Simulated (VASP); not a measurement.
# SnC3 (P-4m2) in VASP: further runs, part 2 of 2

VASP 6.6.1. The steps go on from the part before.

**3. Single point, PBEsol**

Contents of INCAR:

```
ALGO = Normal ; EDIFF = 1E-6
ENCUT = 520 ; GGA = PS
ISIF = 2 ; ISMEAR = 1
LASPH = T ; LCHARG = T
LELF = T ; LREAL = F
LVHAR = T ; LWAVE = F
NBANDS = 21 ; NELM = 60
PREC = Accurate ; SIGMA = 0.001
```

Contents of KPOINTS:

```
k-points
0
Gamma
  6 6 4
```

Contents of POSCAR:

```
SnC3
1.0
    2.9788882431      0.0000000000      0.0000000000
    0.0000000000      2.9788882431      0.0000000000
    0.0000000000      0.0000000000      4.6435166754
C Sn
3 1
Direct
    0.5000000000      0.0000000000      0.8203632750
    0.5000000000      0.5000000000      0.0000000000
    0.0000000000      0.5000000000      0.1796367250
    0.0000000000      0.0000000000      0.5000000000
```

Potentials or basis: VASP PAW PBE potentials, release 64 (C, Sn_d).

Run with:

```bash
$ cat potpaw_PBE.64/C/POTCAR potpaw_PBE.64/Sn_d/POTCAR > POTCAR
$ mpirun -np 1 vasp_std > vasp.out
```

OUTCAR:

```text
EDIFF = 1E-6
   ENCUT = 520
   GGA = PS
   ISIF = 2
   ISMEAR = 1
   LASPH = T
   LREAL = F
   NELM = 60
   PREC = Accurate

 ion  position               nearest neighbor table
   1  0.500  0.000  0.820-   2 1.71   2 1.71   4 2.11   4 2.11
   2  0.500  0.500  0.000-   1 1.71   3 1.71   1 1.71   3 1.71
   3  0.000  0.500  0.180-   2 1.71   2 1.71   4 2.11   4 2.11
   4  0.000  0.000  0.500-   1 2.11   3 2.11   3 2.11   1 2.11

  LATTYP: Found a simple tetragonal cell.
 ALAT       =     2.9788882431
 C/A-ratio  =     1.5588086214

  Lattice vectors:

 A1 = (   2.9788882431,   0.0000000000,   0.0000000000)
 A2 = (   0.0000000000,   2.9788882431,   0.0000000000)
 A3 = (   0.0000000000,   0.0000000000,   4.6435166754)

Analysis of symmetry for initial positions (statically):
=====================================================================
 Subroutine PRICEL returns:
 Original cell was already a primitive cell.

 Routine SETGRP: Setting up the symmetry group for a
 simple tetragonal supercell.
[... 163 lines left out ...]

 Free energy of the ion-electron system (eV)
  ---------------------------------------------------
  ext. energy  EPLUGINS =         0.00000000
  ---------------------------------------------------
  free energy    TOTEN  =       -27.37461247 eV

  energy without entropy =      -27.37461247  energy(sigma->0) =      -27.37461247

 E-fermi :  10.4121     XC(G=0): -12.1294

 val. band max:       10.3581219820   @ k =   0.0000   0.0000   0.0000
 cond. band min:      10.6786522919   @ k =   0.5000   0.0000   0.5000
 fundamental gap:      0.3205303098
 Fermi energy:        10.4121249592

 k-point     1 :       0.0000    0.0000    0.0000
  band No.  band energies     occupation
      1     -12.4128      2.00000
      2     -11.8489      2.00000
      3     -11.7473      2.00000
      4     -11.7391      2.00000
      5     -11.7391      2.00000
      6      -7.9354      2.00000
[... 565 lines left out ...]
     20      19.7682      0.00000
     21      20.1391      0.00000

 [... further k-points ...]
[... 5 lines left out ...]
  --------------------------------------------------------------------------------------
  -------------------------------------------------------------------------------------
  Total       -0.7945404     -0.7945404     -0.7249592      0.0000000     -0.0000000      0.0000000
  in kB      -30.8937863    -30.8937863    -28.1882878      0.0000000     -0.0000000      0.0000000
  external PRESSURE =     -29.9919535 kB  Pullay stress =       0.0000000 kB

 VOLUME and BASIS-vectors are now :
 -----------------------------------------------------------------------------
  energy-cutoff  :      520.00
  volume of cell :       41.21
      direct lattice vectors                 reciprocal lattice vectors
     2.978888243  0.000000000  0.000000000     0.335695709  0.000000000  0.000000000
     0.000000000  2.978888243  0.000000000     0.000000000  0.335695709  0.000000000
     0.000000000  0.000000000  4.643516675     0.000000000  0.000000000  0.215354024

 POSITION                                       TOTAL-FORCE (eV/Angst)
 -----------------------------------------------------------------------------------
      1.48944      0.00000      3.80937         0.000000      0.000000      0.311971
      1.48944      1.48944      0.00000         0.000000     -0.000000      0.000000
      0.00000      1.48944      0.83415         0.000000     -0.000000     -0.311971
      0.00000      0.00000      2.32176        -0.000000      0.000000      0.000000
 -----------------------------------------------------------------------------------
    total drift:                                0.000000     -0.000000      0.000000

  FREE ENERGIE OF THE ION-ELECTRON SYSTEM (eV)
  ---------------------------------------------------
  free  energy   TOTEN  =       -27.3746124718 eV

  energy  without entropy=      -27.3746124718  energy(sigma->0) =      -27.37461247
```

OSZICAR:

```text
N       E                     dE             d eps       ncg     rms          rms(c)
DAV:   1     0.200915706189E+03    0.20092E+03   -0.13189E+04  1327   0.178E+03
DAV:   2    -0.670170426953E+01   -0.20762E+03   -0.19652E+03  1320   0.444E+02
DAV:   3    -0.285603266386E+02   -0.21859E+02   -0.21477E+02  1503   0.115E+02
DAV:   4    -0.292444918225E+02   -0.68417E+00   -0.68198E+00  1572   0.202E+01
DAV:   5    -0.292566930471E+02   -0.12201E-01   -0.12200E-01  1532   0.288E+00    0.854E+00
DAV:   6    -0.274967287437E+02    0.17600E+01   -0.46183E+00  1870   0.195E+01    0.403E+00
DAV:   7    -0.274025351432E+02    0.94194E-01   -0.48579E-01  1515   0.406E+00    0.203E+00
DAV:   8    -0.273760758020E+02    0.26459E-01   -0.55213E-02  1682   0.178E+00    0.551E-01
DAV:   9    -0.273747148479E+02    0.13610E-02   -0.72003E-03  1589   0.606E-01    0.130E-01
DAV:  10    -0.273745920676E+02    0.12278E-03   -0.99307E-04  1496   0.213E-01    0.583E-02
DAV:  11    -0.273746102360E+02   -0.18168E-04   -0.11815E-04  1711   0.962E-02    0.227E-02
DAV:  12    -0.273746123437E+02   -0.21077E-05   -0.15608E-05  1499   0.270E-02    0.619E-03
DAV:  13    -0.273746124718E+02   -0.12804E-06   -0.15427E-06  1005   0.115E-02
   1 F= -.27374612E+02 E0= -.27374612E+02  d E =0.000000E+00
```

stdout:

```text
POSCAR found type information on POSCAR C Sn
 POSCAR found :  2 types and       4 ions
 scaLAPACK will be used
 -----------------------------------------------------------------------------
|                                                                             |
|                                                                             |
|     You enforced a specific xc type in the INCAR file but a different       |
|     I HOPE YOU KNOW WHAT YOU ARE DOING!                                     |
|                                                                             |
 -----------------------------------------------------------------------------

 LDA part: xc-table for (Slater+PW92), standard interpolation
 POSCAR, INCAR and KPOINTS ok, starting setup
 FFT: planning ... GRIDC
 FFT: planning ... GRID_SOFT
 FFT: planning ... GRID
 WAVECAR not read
 entering main loop
```

Wall time 8.6 s (1 thread of Intel Xeon 6975P-C (Granite Rapids), shared host); peak memory 0.16 GiB.

Results:

```yaml
Free_energy: -27.3746 eV
Pressure: -3.0 GPa
Largest_force: 0.312 eV/Å
Band_gap_on_the_k_mesh: 0.32 eV, indirect (least direct gap 0.56 eV)
```

Forces on the atoms (eV/Å):
```
C    0.000  0.000  0.312
C    0.000  0.000  0.000
C    0.000  0.000 -0.312
Sn   0.000  0.000  0.000
```

Caveat: the PAW data sets were made with another functional, which shifts forces and pressure a little; spin-orbit coupling is left out, which moves the levels of the heavy elements.
